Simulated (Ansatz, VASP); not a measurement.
# Two plane-wave programs on As

```
As
1.0
     0.00000    2.19422    2.19422
     2.19422    0.00000    2.19422
     2.19422    2.19422    0.00000
As
1
Direct
  0.00000 0.00000 0.00000
```

Alike in both runs: task single point; functional PBE; k mesh 8 × 8 × 8; occupations gaussian, width 0.1 eV; no spin polarisation.

|  | VASP | Ansatz |
| --- | --- | --- |
| version | VASP 6.6.1 | Ansatz 0.2.0 |
| potentials or method | VASP PAW PBE potentials, release 64 (As), cutoff 500 eV | scalar-relativistic, plane waves, PAW |
| valence electrons in the cell | 5 | 15 |

|  | VASP | Ansatz | Ansatz less VASP |
| --- | --- | --- | --- |
| gap on the k mesh at the Fermi level (eV) | none | none | - |
| pressure (GPa) | -5.9 | -5.9 | 0.00 |

A gap of «none» marks a metal or a gap that the smearing closes. The functional is the same, so the differences come from potentials, cutoffs and numerics. VASP's potentials hold 5 valence electrons a cell and Ansatz's 15, so a difference there can come from the potentials and not from the codes.
